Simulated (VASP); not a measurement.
# In2Sb2Cl in VASP: notebook

The runs below take In2Sb2Cl through single point, with PBE+D3(BJ).

All numbers are computed with VASP 6.6.1; they aren't measurements. Logs are shortened: lines on timing, memory, paths and dates and some standing lists are left out, and cuts for length are marked.

**1. The cell of the first run**

The cell holds a slab with vacuum, 5 atoms: a = 4.629 Å, b = 4.629 Å, c = 22.015 Å, α = 90.00°, β = 90.00°, γ = 120.00°.

**2. Single point, PBE+D3(BJ)**

Contents of INCAR:

```
SYSTEM = In2Sb2Cl
PREC = Accurate ; ENCUT = 520
EDIFF = 1E-7 ; ISMEAR = 0
SIGMA = 0.1 ; LREAL = .False.
LASPH = .True. ; NELM = 100
ALGO = Normal ; ISIF = 2
LWAVE = .False. ; LCHARG = .False.
LDIPOL = .True. ; IDIPOL = 3
DIPOL = 0.5 0.5 0.342 ; GGA = PE
IVDW = 12 ; NBANDS = 30
```

Contents of KPOINTS:

```
Automatic mesh
0
Gamma
  6 6 1
  0 0 0
```

Contents of POSCAR:

```
In2Sb2Cl
1.0
    4.6293886023      0.0000000000      0.0000000000
   -2.3146943012      4.0091681336      0.0000000000
    0.0000000000      0.0000000000     22.0151773295
Sb In Cl
2 2 1
Direct
    0.0000000000      0.0000000000      0.1816928358
    0.3333333333      0.6666666667      0.3609342971
    0.3333333333      0.6666666667      0.2246164052
    0.6666666667      0.3333333333      0.3958713209
    0.6666666667      0.5555555556      0.5457679105
```

Potentials or basis: VASP PAW PBE potentials, release 64 (Sb, In_d, Cl).

Launch:

```bash
$ cat potpaw_PBE.64/Sb/POTCAR potpaw_PBE.64/In_d/POTCAR potpaw_PBE.64/Cl/POTCAR > POTCAR
$ mpirun -np 1 vasp_std > vasp.out
```

OUTCAR:

```text
SYSTEM = In2Sb2Cl
   PREC = Accurate
   ENCUT = 520
   EDIFF = 1E-7
   ISMEAR = 0
   LREAL = .False.
   LASPH = .True.
   NELM = 100
   ISIF = 2
   GGA = PE
   IVDW = 12
 IVDW          = 12

 ion  position               nearest neighbor table
   1  0.000  0.000  0.182-   3 2.83   3 2.83   3 2.83
   2  0.333  0.667  0.361-   4 2.78   4 2.78   4 2.78   3 3.00
   3  0.333  0.667  0.225-   1 2.83   1 2.83   1 2.83   2 3.00
   4  0.667  0.333  0.396-   2 2.78   2 2.78   2 2.78
   5  0.667  0.556  0.546-

  LATTYP: Found a hexagonal cell.
 ALAT       =     4.6293886023
 C/A-ratio  =     4.7555258849

  Lattice vectors:

 A1 = (   4.6293886023,   0.0000000000,   0.0000000000)
 A2 = (  -2.3146943012,   4.0091681336,   0.0000000000)
 A3 = (   0.0000000000,   0.0000000000,  22.0151773295)

Analysis of symmetry for initial positions (statically):
=====================================================================
 Subroutine PRICEL returns:
 Original cell was already a primitive cell.

 Routine SETGRP: Setting up the symmetry group for a
 hexagonal supercell.

 Subroutine GETGRP returns: Found  1 space group operations
 (whereof  1 operations were pure point group operations)
 out of a pool of 24 trial point group operations.

The static configuration has the point symmetry C_1 .

Analysis of symmetry for dynamics (positions and initial velocities):
=====================================================================
 Subroutine PRICEL returns:
 Original cell was already a primitive cell.

 Routine SETGRP: Setting up the symmetry group for a
 hexagonal supercell.

 Subroutine GETGRP returns: Found  1 space group operations
 (whereof  1 operations were pure point group operations)
 out of a pool of 24 trial point group operations.

The dynamic configuration has the point symmetry C_1 .

 Subroutine INISYM returns: Found  1 space group operations
 (whereof  1 operations are pure point group operations),
 and found     1 'primitive' translations

----------------------------------------------------------------------------------------

                                     Primitive cell

  volume of cell :     408.6016

  direct lattice vectors                    reciprocal lattice vectors
     4.629388602  0.000000000  0.000000000     0.216011246  0.124714151  0.000000000
    -2.314694301  4.009168134  0.000000000     0.000000000  0.249428302  0.000000000
     0.000000000  0.000000000 22.015177329     0.000000000  0.000000000  0.045423209

  length of vectors
     4.629388602  4.629388602 22.015177329     0.249428302  0.249428302  0.045423209

  position of ions in fractional coordinates (direct lattice)
     0.000000000  0.000000000  0.181692836
     0.333333333  0.666666667  0.360934297
     0.333333333  0.666666667  0.224616405
     0.666666667  0.333333333  0.395871321
     0.666666667  0.555555556  0.545767910

  ion indices of the primitive-cell ions
   primitive index   ion index
                 1           1
                 2           2
                 3           3
                 4           4
                 5           5

----------------------------------------------------------------------------------------

 KPOINTS: Automatic mesh

Automatic generation of k-mesh.
 Grid dimensions read from file:
 generate k-points for:    6    6    1

 Generating k-lattice:

  Cartesian coordinates                     Fractional coordinates (reciprocal lattice)
     0.036001874  0.020785692  0.000000000     0.166666667  0.000000000  0.000000000
     0.000000000  0.041571384  0.000000000     0.000000000  0.166666667  0.000000000
     0.000000000  0.000000000  0.045423209     0.000000000  0.000000000  1.000000000

  Length of vectors
     0.041571384  0.041571384  0.045423209

  Shift w.r.t. Gamma in fractional coordinates (k-lattice)
     0.000000000  0.000000000  0.000000000

 Subroutine IBZKPT returns following result:
 ===========================================

 Found     20 irreducible k-points:

 Following reciprocal coordinates:
            Coordinates               Weight
  0.000000  0.000000  0.000000      1.000000
  0.166667  0.000000  0.000000      2.000000
  0.000000  0.166667  0.000000      2.000000
 -0.166667  0.166667  0.000000      2.000000
  0.333333 -0.000000  0.000000      2.000000
  0.000000  0.333333  0.000000      2.000000
[... 12 lines left out ...]
  0.500000 -0.166667  0.000000      2.000000
  0.333333  0.333333  0.000000      2.000000
   k-points           NKPTS =     20   k-points in BZ     NKDIM =     20   number of bands    NBANDS=     30
   number of dos      NEDOS =    301   number of ions     NIONS =      5
   total plane-waves  NPLWV = 217728
   dimension x,y,z NGX =    36 NGY =   36 NGZ =  168
   dimension x,y,z NGXF=    72 NGYF=   72 NGZF=  336
   ions per type =               2   2   1
   NGX,Y,Z   is equivalent  to a cutoff of  12.93, 12.93, 12.69 a.u.
   NGXF,Y,Z  is equivalent  to a cutoff of  25.86, 25.86, 25.37 a.u.
 SYSTEM =  In2Sb2Cl
   PREC   = accura    normal or accurate (medium, high low for compatibility)
   ISTART =      0    job   : 0-new  1-cont  2-samecut
   ICHARG =      2    charge: 1-file 2-atom 10-const
   ISPIN  =      1    spin polarized calculation?
   LNONCOLLINEAR =      F non collinear calculations
   LSORBIT =      F    spin-orbit coupling
   LASPH  =      T    aspherical Exc in radial PAW
   ENCUT  =  520.0 eV  38.22 Ry    6.18 a.u.   8.61  8.61 40.93*2*pi/ulx,y,z
   NELM   =    100;   NELMIN=  2; NELMDL= -5     # of ELM steps
   EDIFF  = 0.1E-06   stopping-criterion for ELM
   LREAL  =      F    real-space projection
   EDIFFG = 0.1E-05   stopping-criterion for IOM
   NSW    =      0    number of steps for IOM
   IBRION =     -1    ionic relax: 0-MD 1-quasi-New 2-CG
   NFREE  =      0    steps in history (QN), initial steepest desc. (CG)
   ISIF   =      2    stress and relaxation
   ISYM   =      2    0-nonsym 1-usesym 2-fastsym
   POTIM  = 0.5000    time-step for ionic-motion
   TEBEG  =    0.0;   TEEND  =   0.0 temperature during run
   PSTRESS=    0.0 pullay stress
   NELECT =      43.0000    total number of electrons
   NUPDOWN=      -1.0000    fix difference up-down
   EMIN   =  10.00;   EMAX   =-10.00  energy-range for DOS
   EFERMI =   0.00;   METHOD = LEGACY
   ISMEAR =     0;   SIGMA  =   0.10  broadening in eV -4-tet -1-fermi 0-gaus
   EFERMI_NEDOS =   21; number of points for ismear=-14 and -15
   IALGO  =     38    algorithm
   IMIX   =      4    mixing-type and parameters
     AMIX     =   0.40;   BMIX     =  1.00
     AMIX_MAG =   1.60;   BMIX_MAG =  1.00
  volume/ion in A,a.u.               =      81.72       551.48
  Fermi-wavevector in a.u.,A,eV,Ry     =   0.772914  1.460595  8.128058  0.597395
  Thomas-Fermi vector in A             =   1.874646
   LORBIT       =      0    0 simple, 1 ext, 2 COOP (PROOUT), +10 PAW based schemes
   GGA     = PE    functional components
   LHFCALC =     F    Hartree Fock is set to
   AEXX    =    0.0000 exact exchange contribution
   IVDW    =    12    specifies the selected vdW correction
   LEPSILON=     F    determine dielectric tensor
   LRPA    =     F    only Hartree local field effects (RPA)
 non-spin polarized calculation
 Gauss-broadening in eV      SIGMA  =   0.10
  energy-cutoff  :      520.00
  volume of cell :      408.60
 maximum number of plane-waves:     11067
 NGX is ok and might be reduce to    36
   NGX = 17   NGY = 17   NGZ = 81

 number of electron      43.0000013 magnetization

 dipolmoment           0.000000      0.000000      0.326631 electrons x Angstroem

 Free energy of the ion-electron system (eV)
  ---------------------------------------------------
  ext. energy  EPLUGINS =         0.00000000
  ---------------------------------------------------
  free energy    TOTEN  =       -14.15816914 eV

  energy without entropy =      -14.08941956  energy(sigma->0) =      -14.12379435

 E-fermi :  -2.5999     XC(G=0):  -4.1970

 val. band max:       -2.6022991117   @ k =   0.0000   0.1667   0.0000
 cond. band min:      -2.5867523687   @ k =   0.0000   0.0000   0.0000
 fundamental gap:      0.0155467430
 Fermi energy:        -2.5998697831

 k-point     1 :       0.0000    0.0000    0.0000
  band No.  band energies     occupation
      1     -17.0324      2.00000
      2     -17.0146      2.00000
      3     -17.0008      2.00000
      4     -16.9509      2.00000
      5     -16.9377      2.00000
      6     -16.6035      2.00000
[... 22 lines left out ...]
     29       1.6418      0.00000
     30       2.1496      0.00000

 k-point     2 :       0.1667    0.0000    0.0000
  band No.  band energies     occupation
      1     -17.0409      2.00000
      2     -17.0083      2.00000
      3     -16.9965      2.00000
      4     -16.9514      2.00000
      5     -16.9368      2.00000
      6     -16.6046      2.00000
[... 22 lines left out ...]
     29       2.4166      0.00000
     30       2.5085      0.00000

 k-point     3 :       0.0000    0.1667    0.0000
  band No.  band energies     occupation
      1     -17.0369      2.00000
      2     -17.0103      2.00000
      3     -16.9995      2.00000
      4     -16.9518      2.00000
      5     -16.9355      2.00000
      6     -16.6045      2.00000
[... 22 lines left out ...]
     29       2.4146      0.00000
     30       2.5112      0.00000

 k-point     4 :      -0.1667    0.1667    0.0000
  band No.  band energies     occupation
      1     -17.0439      2.00000
      2     -17.0056      2.00000
      3     -16.9960      2.00000
      4     -16.9493      2.00000
      5     -16.9391      2.00000
      6     -16.6048      2.00000
[... 22 lines left out ...]
     29       2.4171      0.00000
     30       2.5046      0.00000

 k-point     5 :       0.3333   -0.0000    0.0000
  band No.  band energies     occupation
      1     -17.0571      2.00000
      2     -16.9988      2.00000
      3     -16.9878      2.00000
      4     -16.9525      2.00000
      5     -16.9327      2.00000
      6     -16.6140      2.00000
[... 22 lines left out ...]
     29       3.4136      0.00000
     30       3.8166      0.00000
[... 394 lines left out ...]
     29       3.3378      0.00000
     30       3.6351      0.00000

 k-point    18 :       0.1667    0.3333    0.0000
  band No.  band energies     occupation
      1     -17.0565      2.00000
      2     -16.9980      2.00000
      3     -16.9909      2.00000
      4     -16.9532      2.00000
      5     -16.9281      2.00000
      6     -16.6168      2.00000
[... 22 lines left out ...]
     29       3.3957      0.00000
     30       3.6289      0.00000

 k-point    19 :       0.5000   -0.1667    0.0000
  band No.  band energies     occupation
      1     -17.0634      2.00000
      2     -16.9961      2.00000
      3     -16.9833      2.00000
      4     -16.9503      2.00000
      5     -16.9334      2.00000
      6     -16.6172      2.00000
[... 22 lines left out ...]
     29       3.3655      0.00000
     30       3.6379      0.00000

 k-point    20 :       0.3333    0.3333    0.0000
  band No.  band energies     occupation
      1     -17.0626      2.00000
      2     -16.9938      2.00000
      3     -16.9859      2.00000
      4     -16.9503      2.00000
      5     -16.9328      2.00000
      6     -16.6169      2.00000
[... 22 lines left out ...]
     29       3.4932      0.00000
     30       3.8011      0.00000

------------------------ aborting loop because EDIFF is reached ----------------------------------------

 vacuum level on the upper side and lower side of the slab       (xc-potential included)         1.485        -1.619

 Edisp (eV)   -0.99349

 E8    (eV) :    -0.4815

  FORCE on cell =-STRESS in cart. coord.  units (eV):
  Direction    XX          YY          ZZ          XY          YZ          ZX
  --------------------------------------------------------------------------------------
  -------------------------------------------------------------------------------------
  Total       0.23480    -0.07079    -4.47932     0.07675    -0.79146     0.45947
  in kB       0.92068    -0.27758   -17.56397     0.30096    -3.10339     1.80164
  external pressure =       -5.64 kB  Pullay stress =        0.00 kB

 VOLUME and BASIS-vectors are now :
 -----------------------------------------------------------------------------
  energy-cutoff  :      520.00
  volume of cell :      408.60
      direct lattice vectors                 reciprocal lattice vectors
     4.629388602  0.000000000  0.000000000     0.216011246  0.124714151  0.000000000
    -2.314694301  4.009168134  0.000000000     0.000000000  0.249428302  0.000000000
     0.000000000  0.000000000 22.015177329     0.000000000  0.000000000  0.045423209

 POSITION                                       TOTAL-FORCE (eV/Angst)
 -----------------------------------------------------------------------------------
      0.00000      0.00000      4.00000        -0.001456      0.001317     -0.114022
     -0.00000      2.67278      7.94603        -0.020293      0.015669     -0.361134
     -0.00000      2.67278      4.94497        -0.000605      0.001228      0.381944
      2.31469      1.33639      8.71518        -0.109345      0.214654      1.254303
      1.80032      2.22732     12.01518         0.131699     -0.232868     -1.161091
 -----------------------------------------------------------------------------------
    total drift:                               -0.000247      0.000079     -0.000510

  FREE ENERGIE OF THE ION-ELECTRON SYSTEM (eV)
  ---------------------------------------------------
  free  energy   TOTEN  =       -15.1516553706 eV

  energy  without entropy=      -15.0829057896  energy(sigma->0) =      -15.11728058

 vacuum level on the upper side and lower side of the slab         5.781         2.596
```

Run time: 16 min. Hardware: 1 thread of Oxide Virtual Turin-like, shared host; peak memory 0.61 GiB.

Results:

| Quantity | Value |
| --- | --- |
| Free energy | -15.1517 eV |
| Largest force | 1.277 eV/Å |
| Band gap on the k mesh | zero (an odd number of electrons rules out a gap without spin polarisation) |
| Dispersion energy per atom | -0.199 eV |

Forces in eV/Å, atoms in the order of the input:
```
Sb  -0.001  0.001 -0.114
Sb  -0.020  0.016 -0.361
In  -0.001  0.001  0.382
In  -0.109  0.215  1.254
Cl   0.132 -0.233 -1.161
```

Caveat: spin-orbit coupling is left out, which moves the levels of the heavy elements; an odd number of electrons without spin polarisation forces a metal; a magnetic or distorted state may lie lower.

(Continued in part 2 of 3.)
